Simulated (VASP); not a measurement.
Wanted: the native input for a VASP 6.6.1 run.

* Task: single point
* Functional: PBE
* Potentials or basis: VASP PAW PBE potentials, release 64 (Ta_pv, Te, P)
* Cutoff: 520 eV
* k mesh: 14 × 14 × 8
* Occupations: gaussian, width 0.1 eV
* Spin: no spin polarisation
* Dipole correction: no
* Further INCAR settings: ALGO = Normal; EDIFF = 1e-06; NBANDS = 18

The structure of TaTeP lies in POSCAR:

```
TaTeP
1.0
    3.4826100149      0.0000000000      0.0000000000
    0.0000000000      3.4826100149      0.0000000000
    0.0000000000      0.0000000000      5.6664577448
Ta Te P
1 1 1
Direct
    0.5000000000      0.5000000000      0.5000000000
    0.5000000000      0.5000000000      0.0000000000
    0.0000000000      0.0000000000      0.5000000000
```

The input as run:

INCAR

```
ALGO     = Normal         # electronic algorithm
EDIFF    = 1E-6           # SCF threshold, eV
ENCUT    = 520            # plane-wave cutoff, eV
GGA      = PE             # functional
ISIF     = 2              # what is computed and relaxed
ISMEAR   = 0              # smearing method
LASPH    = True           # aspherical terms in the spheres
LCHARG   = False          # write CHGCAR
LREAL    = False          # projectors in reciprocal space
LWAVE    = False          # write WAVECAR
NBANDS   = 18             # bands
NELM     = 100            # most SCF steps
PREC     = Accurate       # precision mode
SIGMA    = 0.1            # smearing width, eV
```

KPOINTS

```
k-points
0
Gamma
  14 14 8
```

Potentials or basis: VASP PAW PBE potentials, release 64 (Ta_pv, Te, P).

Launch:

```bash
$ cat potpaw_PBE.64/Ta_pv/POTCAR potpaw_PBE.64/Te/POTCAR potpaw_PBE.64/P/POTCAR > POTCAR
$ mpirun -np 1 vasp_std > vasp.out
```

It gave:

```json
{"Pressure": "0.0 GPa", "Band gap on the k mesh": "zero (band 11 reaches 7.35 eV, above the bottom of band 12 at 4.82 eV)"}
```

Caveat: spin-orbit coupling is left out, which moves the levels of the heavy elements.

It took 100 s on 1 thread of Intel(R) Xeon(R) Platinum 8488C (Sapphire Rapids) (shared host), peak memory 0.36 GiB.
